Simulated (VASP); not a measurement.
# MgO2 (R-3m) in VASP: a series of runs

Runs on MgO2. Level: r2SCAN. Tasks: single point.

Everything below comes from runs of VASP 6.6.1. Logs are shortened: lines on timing, memory, paths and dates and some standing lists are left out, and cuts for length are marked.

**1. The cell of the first run**

The structure is trigonal, space group R-3m (No. 166). The conventional cell has a = 3.109 Å, b = 3.109 Å, c = 11.170 Å, α = 90.00°, β = 90.00°, γ = 120.00°. Mg (site symmetry -3m) has 6 O at 2.09 Å within 2.8 Å. O (site symmetry 3m) has 1 O at 1.59 Å and 3 Mg at 2.09 Å within 2.1 Å.

**2. Single point, r2SCAN**

POSCAR reads:

```
MgO2
1.0
    1.5545790256      0.8975366189      3.7231917043
   -1.5545790256      0.8975366189      3.7231917043
    0.0000000000     -1.7950732378      3.7231917043
Mg O
1 2
Direct
    0.0000000000      0.0000000000      0.0000000000
    0.4287860000      0.4287860000      0.4287860000
    0.5712140000      0.5712140000      0.5712140000
```

INCAR.step1 reads:

```
PREC = Accurate ; ENCUT = 520
ISMEAR = 0 ; SIGMA = 0.05
LREAL = False ; LASPH = True
NELM = 100 ; NBANDS = 14
GGA = PE ; ALGO = Normal
EDIFF = 1E-4 ; LWAVE = True
LCHARG = False
```

INCAR.step2 reads:

```
PREC = Accurate ; ENCUT = 520
EDIFF = 1E-6 ; ISMEAR = 0
SIGMA = 0.05 ; LREAL = False
LASPH = True ; NELM = 100
ALGO = Normal ; ISIF = 2
LWAVE = False ; LCHARG = False
METAGGA = R2SCAN ; LMIXTAU = True
NBANDS = 14 ; ISTART = 1
```

KPOINTS reads:

```
Automatic mesh
0
Gamma
  12 12 12
```

Potentials or basis: VASP PAW PBE potentials, release 64 (Mg, O).

Launch:

```sh
> cat potpaw_PBE.64/Mg/POTCAR potpaw_PBE.64/O/POTCAR > POTCAR
> cp INCAR.step1 INCAR
> mpirun -np 1 vasp_std > vasp.out
> cp INCAR.step2 INCAR
> mpirun -np 1 vasp_std > vasp.out
```

OUTCAR:

```text
PREC = Accurate
   ENCUT = 520
   EDIFF = 1E-6
   ISMEAR = 0
   LREAL = False
   LASPH = True
   NELM = 100
   ISIF = 2
   METAGGA = R2SCAN
   ISTART = 1

 ion  position               nearest neighbor table
   1  0.000  0.000  0.000-   3 2.09   2 2.09   3 2.09   3 2.09   2 2.09   2 2.09
   2  0.429  0.429  0.429-   3 1.59   1 2.09   1 2.09   1 2.09
   3  0.571  0.571  0.571-   2 1.59   1 2.09   1 2.09   1 2.09

  LATTYP: Found a trigonal (rhomboedric) cell.
 ALAT       =     4.1333333275
 COS(alpha) =     0.7170858015

  Lattice vectors:

 A1 = (   1.5545790256,   0.8975366189,   3.7231917043)
 A2 = (  -1.5545790256,   0.8975366189,   3.7231917043)
 A3 = (   0.0000000000,  -1.7950732378,   3.7231917043)

Analysis of symmetry for initial positions (statically):
=====================================================================
 Subroutine PRICEL returns:
 Original cell was already a primitive cell.

 Routine SETGRP: Setting up the symmetry group for a
 trigonal (rhombohedral) supercell.

 Subroutine GETGRP returns: Found 12 space group operations
 (whereof 12 operations were pure point group operations)
 out of a pool of 12 trial point group operations.

The static configuration has the point symmetry D_3d.

Analysis of symmetry for dynamics (positions and initial velocities):
=====================================================================
 Subroutine PRICEL returns:
 Original cell was already a primitive cell.

 Routine SETGRP: Setting up the symmetry group for a
 trigonal (rhombohedral) supercell.

 Subroutine GETGRP returns: Found 12 space group operations
 (whereof 12 operations were pure point group operations)
 out of a pool of 12 trial point group operations.

The dynamic configuration has the point symmetry D_3d.

 Subroutine INISYM returns: Found 12 space group operations
 (whereof 12 operations are pure point group operations),
 and found     1 'primitive' translations

----------------------------------------------------------------------------------------

                                     Primitive cell

  volume of cell :      31.1696

  direct lattice vectors                    reciprocal lattice vectors
     1.554579026  0.897536619  3.723191704     0.321630481  0.185693445  0.089528920
    -1.554579026  0.897536619  3.723191704    -0.321630481  0.185693445  0.089528920
     0.000000000 -1.795073238  3.723191704     0.000000000 -0.371386890  0.089528920

  length of vectors
     4.133333327  4.133333327  4.133333327     0.382025718  0.382025718  0.382025718

  position of ions in fractional coordinates (direct lattice)
     0.000000000  0.000000000  0.000000000
     0.428786000  0.428786000  0.428786000
     0.571214000  0.571214000  0.571214000

  ion indices of the primitive-cell ions
   primitive index   ion index
                 1           1
                 2           2
                 3           3

----------------------------------------------------------------------------------------

 KPOINTS: Automatic mesh

Automatic generation of k-mesh.
 Grid dimensions read from file:
 generate k-points for:   12   12   12

 Generating k-lattice:

  Cartesian coordinates                     Fractional coordinates (reciprocal lattice)
     0.026802540  0.015474454  0.007460743     0.083333333 -0.000000000  0.000000000
    -0.026802540  0.015474454  0.007460743    -0.000000000  0.083333333  0.000000000
     0.000000000 -0.030948907  0.007460743     0.000000000  0.000000000  0.083333333

  Length of vectors
     0.031835477  0.031835477  0.031835477

  Shift w.r.t. Gamma in fractional coordinates (k-lattice)
     0.000000000  0.000000000  0.000000000

 Subroutine IBZKPT returns following result:
 ===========================================

 Found    189 irreducible k-points:

 Following reciprocal coordinates:
            Coordinates               Weight
  0.000000  0.000000  0.000000      1.000000
  0.083333 -0.000000 -0.000000      6.000000
  0.166667  0.000000 -0.000000      6.000000
  0.250000  0.000000 -0.000000      6.000000
  0.333333  0.000000 -0.000000      6.000000
  0.416667  0.000000 -0.000000      6.000000
[... 16 lines left out ...]
  0.500000  0.166667 -0.000000     12.000000
 -0.416667  0.166667  0.000000     12.000000
 [... further k-points ...]
   k-points           NKPTS =    189   k-points in BZ     NKDIM =    189   number of bands    NBANDS=     14
   number of dos      NEDOS =    301   number of ions     NIONS =      3
   total plane-waves  NPLWV =  32768
   dimension x,y,z NGX =    32 NGY =   32 NGZ =   32
   dimension x,y,z NGXF=    64 NGYF=   64 NGZF=   64
   ions per type =               1   2
   NGX,Y,Z   is equivalent  to a cutoff of  12.87, 12.87, 12.87 a.u.
   NGXF,Y,Z  is equivalent  to a cutoff of  25.74, 25.74, 25.74 a.u.
 SYSTEM =  unknown system
   PREC   = accura    normal or accurate (medium, high low for compatibility)
   ISTART =      1    job   : 0-new  1-cont  2-samecut
   ICHARG =      0    charge: 1-file 2-atom 10-const
   ISPIN  =      1    spin polarized calculation?
   LNONCOLLINEAR =      F non collinear calculations
   LSORBIT =      F    spin-orbit coupling
   LASPH  =      T    aspherical Exc in radial PAW
   ENCUT  =  520.0 eV  38.22 Ry    6.18 a.u.   7.69  7.69  7.69*2*pi/ulx,y,z
   NELM   =    100;   NELMIN=  2; NELMDL=  0     # of ELM steps
   EDIFF  = 0.1E-05   stopping-criterion for ELM
   LREAL  =      F    real-space projection
   EDIFFG = 0.1E-04   stopping-criterion for IOM
   NSW    =      0    number of steps for IOM
   IBRION =     -1    ionic relax: 0-MD 1-quasi-New 2-CG
   NFREE  =      0    steps in history (QN), initial steepest desc. (CG)
   ISIF   =      2    stress and relaxation
   ISYM   =      2    0-nonsym 1-usesym 2-fastsym
   POTIM  = 0.5000    time-step for ionic-motion
   TEBEG  =    0.0;   TEEND  =   0.0 temperature during run
   PSTRESS=    0.0 pullay stress
   NELECT =      14.0000    total number of electrons
   NUPDOWN=      -1.0000    fix difference up-down
   EMIN   =  10.00;   EMAX   =-10.00  energy-range for DOS
   EFERMI =   0.00;   METHOD = LEGACY
   ISMEAR =     0;   SIGMA  =   0.05  broadening in eV -4-tet -1-fermi 0-gaus
   EFERMI_NEDOS =   21; number of points for ismear=-14 and -15
   IALGO  =     38    algorithm
   IMIX   =      4    mixing-type and parameters
     AMIX     =   0.40;   BMIX     =  1.00
     AMIX_MAG =   1.60;   BMIX_MAG =  1.00
  volume/ion in A,a.u.               =      10.39        70.11
  Fermi-wavevector in a.u.,A,eV,Ry     =   1.253739  2.369222 21.386457  1.571860
  Thomas-Fermi vector in A             =   2.387577
   LORBIT       =      0    0 simple, 1 ext, 2 COOP (PROOUT), +10 PAW based schemes
   METAGGA = R2SCAN    functional components
   LHFCALC =     F    Hartree Fock is set to
   AEXX    =    0.0000 exact exchange contribution
   IVDW    =     0    specifies the selected vdW correction
   LEPSILON=     F    determine dielectric tensor
   LRPA    =     F    only Hartree local field effects (RPA)
 non-spin polarized calculation
 Gauss-broadening in eV      SIGMA  =   0.05
  energy-cutoff  :      520.00
  volume of cell :       31.17
 maximum number of plane-waves:       851
   NGX = 15   NGY = 15   NGZ = 15

 number of electron      14.0000002 magnetization

 Free energy of the ion-electron system (eV)
  ---------------------------------------------------
  ext. energy  EPLUGINS =         0.00000000
  ---------------------------------------------------
  free energy    TOTEN  =       -21.32093858 eV

  energy without entropy =      -21.32093858  energy(sigma->0) =      -21.32093858

 E-fermi :   1.9950     XC(G=0): -10.8003

 val. band max:        1.7788443801   @ k =   0.5000   0.5000   0.5000
 cond. band min:       3.3160322888   @ k =   0.5000   0.5000   0.5000
 fundamental gap:      1.5371879087
 Fermi energy:         1.9949765324

 k-point     1 :       0.0000    0.0000    0.0000
  band No.  band energies     occupation
      1     -19.4065      2.00000
      2     -14.0887      2.00000
      3      -5.2598      2.00000
      4      -0.7813      2.00000
      5      -0.7813      2.00000
      6       1.1049      2.00000
      7       1.1049      2.00000
      8       6.2421      0.00000
      9       8.0278      0.00000
     10      14.4596      0.00000
     11      16.1958      0.00000
     12      18.8268      0.00000
     13      18.8268      0.00000
     14      20.5217      0.00000

 k-point     2 :       0.0833   -0.0000   -0.0000
  band No.  band energies     occupation
      1     -19.3683      2.00000
      2     -14.0959      2.00000
      3      -5.2045      2.00000
      4      -1.0064      2.00000
      5      -0.8115      2.00000
      6       1.0211      2.00000
      7       1.0735      2.00000
      8       6.2006      0.00000
      9       8.3453      0.00000
     10      14.5443      0.00000
     11      16.2866      0.00000
     12      18.0154      0.00000
     13      19.0363      0.00000
     14      20.1022      0.00000

 k-point     3 :       0.1667    0.0000   -0.0000
  band No.  band energies     occupation
      1     -19.2618      2.00000
      2     -14.1166      2.00000
      3      -5.0521      2.00000
      4      -1.5771      2.00000
      5      -0.8927      2.00000
      6       0.8164      2.00000
      7       0.9889      2.00000
      8       6.0891      0.00000
      9       9.1539      0.00000
     10      14.7541      0.00000
     11      16.4348      0.00000
     12      16.7786      0.00000
     13      19.1879      0.00000
     14      19.6097      0.00000
[... 324 lines left out ...]
 k-point    23 :       0.5000    0.1667   -0.0000
  band No.  band energies     occupation
      1     -18.7606      2.00000
      2     -14.2932      2.00000
      3      -4.0919      2.00000
      4      -3.3971      2.00000
      5      -1.6079      2.00000
      6       0.2324      2.00000
      7       0.6379      2.00000
      8       5.3070      0.00000
      9      12.7532      0.00000
     10      13.9433      0.00000
     11      15.3537      0.00000
     12      16.8168      0.00000
     13      17.5799      0.00000
     14      21.0250      0.00000

 k-point    24 :      -0.4167    0.1667    0.0000
  band No.  band energies     occupation
      1     -18.7434      2.00000
      2     -14.2428      2.00000
      3      -4.2216      2.00000
      4      -3.3708      2.00000
      5      -1.6679      2.00000
      6       0.2832      2.00000
      7       0.4275      2.00000
      8       5.3986      0.00000
      9      12.8081      0.00000
     10      14.1123      0.00000
     11      15.6706      0.00000
     12      16.7436      0.00000
     13      17.2398      0.00000
     14      20.8548      0.00000

 [... further k-points ...]

------------------------ aborting loop because EDIFF is reached ----------------------------------------

  FORCE on cell =-STRESS in cart. coord.  units (eV):
  Direction    XX          YY          ZZ          XY          YZ          ZX
  --------------------------------------------------------------------------------------
  -------------------------------------------------------------------------------------
  Total        0.4828107      0.4828107     -6.6667529      0.0000000      0.0000000      0.0000000
  in kB       24.8173747     24.8173747   -342.6835913      0.0000000      0.0000000      0.0000000
  external PRESSURE =     -97.6829473 kB  Pullay stress =       0.0000000 kB

 VOLUME and BASIS-vectors are now :
 -----------------------------------------------------------------------------
  energy-cutoff  :      520.00
  volume of cell :       31.17
      direct lattice vectors                 reciprocal lattice vectors
     1.554579026  0.897536619  3.723191704     0.321630481  0.185693445  0.089528920
    -1.554579026  0.897536619  3.723191704    -0.321630481  0.185693445  0.089528920
     0.000000000 -1.795073238  3.723191704     0.000000000 -0.371386890  0.089528920

 POSITION                                       TOTAL-FORCE (eV/Angst)
 -----------------------------------------------------------------------------------
      0.00000      0.00000      0.00000         0.000000     -0.000000      0.000000
      0.00000      0.00000      4.78936        -0.000000     -0.000000      1.508633
      0.00000      0.00000      6.38022        -0.000000      0.000000     -1.508633
 -----------------------------------------------------------------------------------
    total drift:                               -0.000000      0.000000      0.000000

  FREE ENERGIE OF THE ION-ELECTRON SYSTEM (eV)
  ---------------------------------------------------
  free  energy   TOTEN  =       -21.3209385823 eV

  energy  without entropy=      -21.3209385823  energy(sigma->0) =      -21.32093858
```

Wall time 2.4 min (1 thread of Intel Xeon 6975P-C (Granite Rapids), shared host); peak memory 0.23 GiB.

What came out:

| Quantity | Value |
| --- | --- |
| Free energy | -21.3209 eV |
| Pressure | -9.8 GPa |
| Largest force | 1.509 eV/Å |
| Band gap on the k mesh | 1.54 eV, direct |

Forces in eV/Å, atoms in the order of the input:
```
Mg   0.000  0.000  0.000
O    0.000  0.000  1.509
O    0.000  0.000 -1.509
```

Stress tensor (GPa, compression positive):
```
  2.48   0.00   0.00
  0.00   2.48   0.00
  0.00   0.00 -34.27
```

Caveat: the PAW data sets were made with another functional, which shifts forces and pressure a little.

**3. Single point, r2SCAN**

This run uses another cell than the first one, of the same volume but with other edges.

POSCAR reads:

```
MgO2
1.0
    1.6267467757      0.9392026888      3.4001736457
   -1.6267467757      0.9392026888      3.4001736457
    0.0000000000     -1.8784053777      3.4001736457
Mg O
1 2
Direct
    0.0000000000      0.0000000000      0.0000000000
    0.4287860000      0.4287860000      0.4287860000
    0.5712140000      0.5712140000      0.5712140000
```

INCAR.step1 reads:

```
SYSTEM = MgO2
PREC = Accurate
ENCUT = 520
ISMEAR = 0
SIGMA = 0.05
LREAL = .FALSE.
LASPH = .TRUE.
NELM = 60
NBANDS = 14
GGA = PE
ALGO = Normal
EDIFF = 1E-4
LWAVE = .TRUE.
LCHARG = .FALSE.
```

INCAR.step2 reads:

```
SYSTEM = MgO2
PREC = Accurate
ENCUT = 520
EDIFF = 1E-7
ISMEAR = 0
SIGMA = 0.05
LREAL = .FALSE.
LASPH = .TRUE.
NELM = 60
ALGO = Normal
ISIF = 2
LWAVE = .FALSE.
LCHARG = .TRUE.
METAGGA = R2SCAN
LMIXTAU = .TRUE.
LELF = .TRUE.
LVHAR = .TRUE.
NBANDS = 14
ISTART = 1
```

KPOINTS reads:

```
Automatic mesh
0
G
  12 12 12
  0 0 0
```

Potentials or basis: VASP PAW PBE potentials, release 64 (Mg, O).

Launch:

```sh
> cat potpaw_PBE.64/Mg/POTCAR potpaw_PBE.64/O/POTCAR > POTCAR
> cp INCAR.step1 INCAR
> mpirun -np 1 vasp_std > vasp.out
> cp INCAR.step2 INCAR
> mpirun -np 1 vasp_std > vasp.out
```

Run time: 3.7 min. Hardware: 1 thread of Intel Xeon 6975P-C (Granite Rapids), shared host; peak memory 0.22 GiB.

It converged, with:

```yaml
Free_energy: -21.5011 eV
Pressure: -3.2 GPa
Largest_force: 1.100 eV/Å
Band_gap_on_the_k_mesh: 3.53 eV, direct
```

Forces on the atoms (eV/Å):
```
Mg   0.000  0.000  0.000
O    0.000  0.000 -1.100
O    0.000  0.000  1.100
```

Stress tensor (GPa, compression positive):
```
-9.24  0.00  0.00
 0.00 -9.24  0.00
 0.00  0.00  8.88
```

Levels at points of the mesh, in eV from the valence-band top:
| k point | band 3 | band 4 | band 5 | band 6 | band 7 | band 8 | band 9 | band 10 | band 11 | band 12 |
| --- | --- | --- | --- | --- | --- | --- | --- | --- | --- | --- |
| (0.00, 0.00, 0.00) | -7.79 | -3.83 | -3.83 | -0.89 | -0.89 | 4.84 | 6.05 | 13.41 | 15.23 | 15.23 |
| (0.50, 0.00, 0.00) | -6.80 | -6.40 | -4.13 | -1.34 | -0.98 | 5.42 | 9.00 | 10.59 | 13.42 | 15.23 |
| (0.50, 0.50, 0.00) | -6.14 | -5.71 | -4.86 | -2.06 | -0.08 | 4.77 | 8.07 | 11.32 | 13.48 | 14.02 |
| (0.50, 0.50, 0.50) | -5.01 | -4.39 | -4.39 | 0.00 | 0.00 | 3.53 | 5.16 | 10.49 | 14.51 | 14.51 |

Caveat: the PAW data sets were made with another functional, which shifts forces and pressure a little.

(Continued in part 2 of 2.)
